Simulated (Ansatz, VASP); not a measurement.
# One calculation of LiFeN, two programs

File INCAR:

```
PREC = Accurate
ENCUT = 520
EDIFF = 1E-6
ISMEAR = -1
SIGMA = 0.05
LREAL = F
LASPH = T
NELM = 150
ALGO = Normal
ISIF = 2
LWAVE = F
LCHARG = T
ISPIN = 2
MAGMOM = 0.55 0 0
LORBIT = 11
LMAXMIX = 4
GGA = PE
LELF = T
LVHAR = T
NBANDS = 19
```

File KPOINTS:

```
regular mesh
0
Gamma
  10 10 7
```

File POSCAR:

```
LiFeN
1.0
    3.1006003459      0.0000000000      0.0000000000
   -1.5503001729      2.6851986665      0.0000000000
    0.0000000000      0.0000000000      4.1453390000
Fe N Li
1 1 1
Direct
    0.3333333333      0.6666666667      0.5000000000
    0.0000000000      0.0000000000      0.5000000000
    0.0000000000      0.0000000000      0.0000000000
```

Contents of input.yaml:

```yaml
crystal:
  lattice:
    - [3.1006003459, 0.0, 0.0]
    - [-1.5503001729, 2.6851986665, 0.0]
    - [0.0, 0.0, 4.145339]
  atoms:
    - { symbol: Fe, position: [0.3333333333, 0.6666666667, 0.5], spin: 0.55 }
    - { symbol: "N", position: [0.0, 0.0, 0.5] }
    - { symbol: Li, position: [0.0, 0.0, 0.0] }
hamiltonian:
  xc: pbe
  pseudopotentials: { kind: paw }
magnetization:
  spin_polarized: true
kpoints:
  mp_grid: { grid: [10, 10, 7] }
scf:
  occupations: { method: fermi_dirac, width: 0.05 }
output:
  forces: true
  stress: true
  eigenvalues: true
```

Alike in both runs: task single point; functional PBE; k mesh 10 × 10 × 7; occupations fermi-dirac, width 0.05 eV; collinear spin.

|  | VASP | Ansatz |
| --- | --- | --- |
| version | VASP 6.6.1 | Ansatz 0.2.0 |
| potentials or method | VASP PAW PBE potentials, release 64 (Fe, N, Li_sv) | Ansatz PAW |
| plane-wave cutoff (eV) | 520 | 420 |
| valence electrons in the cell | 16 | 24 |

Ansatz gave:

| Quantity | Value |
| --- | --- |
| gap on the k mesh at the Fermi level (eV) | none |
| net moment per atom (μB) | 0.04 |
| size of the moment on the site where the two differ most (μB) | 0.10 |

**Question.** Estimate VASP's values.

**Answer.** gap on the k mesh at the Fermi level (eV): none; net moment per atom (μB): 0.01; size of the moment on the site where the two differ most (μB): 0.03.

Site moments also hang on the region over which each program counts them. A gap of «none» marks a metal or a gap that the smearing closes. VASP's potentials hold 16 valence electrons a cell and Ansatz's 24, so a difference there can come from the potentials and not from the codes.

Noted on VASP's run: the cutoff is short for stress, so the pressure is rough.
